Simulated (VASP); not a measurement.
A run of VASP 6.6.1 is set up as follows.

Contents of POSCAR:

```
Al
1.0
    2.6718325839      0.0000000000      0.0000000000
   -1.3359162919      2.3138748923      0.0000000000
    0.0000000000      0.0000000000      4.9885212500
Al
2
Direct
    0.6666666667      0.3333333333      0.7500000000
    0.3333333333      0.6666666667      0.2500000000
```

INCAR.step1

```
PREC = Accurate ; ENCUT = 520
ISMEAR = 0 ; SIGMA = 0.15
LREAL = F ; LASPH = T
NELM = 80 ; NBANDS = 10
GGA = PE ; ALGO = Normal
EDIFF = 1E-4 ; LWAVE = T
LCHARG = F
```

File INCAR.step2:

```
PREC = Accurate ; ENCUT = 520
EDIFF = 1E-6 ; ISMEAR = 0
SIGMA = 0.15 ; LREAL = F
LASPH = T ; NELM = 80
ALGO = Normal ; ISIF = 2
LWAVE = F ; LCHARG = T
METAGGA = R2SCAN ; LMIXTAU = T
LELF = T ; LVHAR = T
NBANDS = 10 ; ISTART = 1
```

The input KPOINTS:

```
Automatic mesh
0
Gamma
  18 18 10
```

Potentials or basis: VASP PAW PBE potentials, release 64 (Al).

Command:

```console
$ cat potpaw_PBE.64/Al/POTCAR > POTCAR
$ cp INCAR.step1 INCAR
$ mpirun -np 1 vasp_std > vasp.out
$ cp INCAR.step2 INCAR
$ mpirun -np 1 vasp_std > vasp.out
```

**Question.** What does it give for the band gap on the k mesh?

**Answer.** Zero (band 3 reaches 11.91 eV, above the bottom of band 4 at 5.69 eV).

**Question.** What does it give for the pressure?

**Answer.** 5.8 GPa.

Stress tensor (GPa, compression positive):
```
10.70  0.00  0.00
 0.00 10.70  0.00
 0.00  0.00 -3.90
```

Caveat: the cell differs from its parent crystal (strain -0.050 along x and y, +0.025 along z); the PAW data sets were made with another functional, which shifts forces and pressure a little.
